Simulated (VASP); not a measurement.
Crystal: CuTe.

```
Cu Te
1.0
     3.15738    0.00000    0.00000
     0.00000    3.97198    0.00000
     0.00000    0.00000    6.80016
Cu Te
2 2
Direct
  0.00000 0.50000 0.45742
  0.50000 0.00000 0.54258
  0.00000 0.00000 0.21344
  0.50000 0.50000 0.78656
```

- Program: VASP 6.6.1
- Task: relaxation of cell and atoms
- Functional: LDA
- Potentials or basis: VASP PAW LDA potentials, release 64 (Cu, Te)
- Cutoff: 600 eV
- k mesh: 14 × 10 × 6
- Occupations: gaussian, width 0.1 eV
- Spin: no spin polarisation

At the start: pressure -2.6 GPa; volume 21.32 Å³/atom.

How do energy, volume and symmetry change on relaxing?

Over 50 steps the energy falls by 10.3 meV/atom and the volume is 21.25 Å³/atom (-0.3 %); space group Pmmn (No. 59, to 0.1 Å) before and after.

Step by step:
| step | energy change (eV) | largest force (eV/Å) | pressure (GPa) | volume (Å³) |
| --- | --- | --- | --- | --- |
| 1 | 0.0000 | 0.4614 | -2.63 | 85.28 |
| 3 | -0.0285 | 0.0937 | 0.16 | 82.78 |
| 5 | -0.0303 | 0.0893 | 0.28 | 82.91 |
| 7 | -0.0397 | 0.0463 | -0.01 | 84.46 |
| 9 | -0.0397 | 0.0584 | 0.05 | 85.29 |
| 11 | -0.0402 | 0.0782 | -0.71 | 85.38 |
| 13 | -0.0407 | 0.0303 | -0.26 | 85.17 |
| 15 | -0.0410 | 0.0210 | -0.08 | 85.00 |
| 17 | -0.0411 | 0.0072 | 0.01 | 84.94 |
| 19 | -0.0411 | 0.0052 | 0.09 | 84.93 |
| 21 | -0.0411 | 0.0045 | -0.03 | 84.99 |
| 23 | -0.0411 | 0.0035 | 0.00 | 84.98 |
| 25 | -0.0411 | 0.0039 | -0.09 | 84.98 |
| 27 | -0.0411 | 0.0023 | 0.09 | 84.94 |
| 29 | -0.0411 | 0.0019 | 0.10 | 84.97 |
| 31 | -0.0411 | 0.0030 | 0.03 | 84.98 |
| 33 | -0.0411 | 0.0032 | 0.08 | 84.98 |
| 35 | -0.0411 | 0.0033 | 0.03 | 84.98 |
| 37 | -0.0411 | 0.0033 | 0.02 | 84.98 |
| 39 | -0.0411 | 0.0036 | 0.02 | 84.97 |
| 41 | -0.0411 | 0.0055 | 0.07 | 84.97 |
| 43 | -0.0411 | 0.0091 | 0.02 | 85.02 |
| 45 | -0.0410 | 0.0331 | -0.18 | 85.22 |
| 47 | -0.0411 | 0.0175 | -0.06 | 85.09 |
| 49 | -0.0411 | 0.0063 | -0.09 | 85.04 |
| 50 | -0.0411 | 0.0029 | 0.01 | 85.00 |

Final structure:
```yaml
crystal:
  lattice:
    - [3.20423, 0.00000, 0.00000]
    - [0.00000, 3.86869, 0.00000]
    - [0.00000, 0.00000, 6.85663]
  atoms:
    - { symbol: Cu, position: [0.00000, 0.50000, 0.46668] }
    - { symbol: Cu, position: [0.50000, 0.00000, 0.53332] }
    - { symbol: Te, position: [0.00000, 0.00000, 0.22288] }
    - { symbol: Te, position: [0.50000, 0.50000, 0.77712] }
```
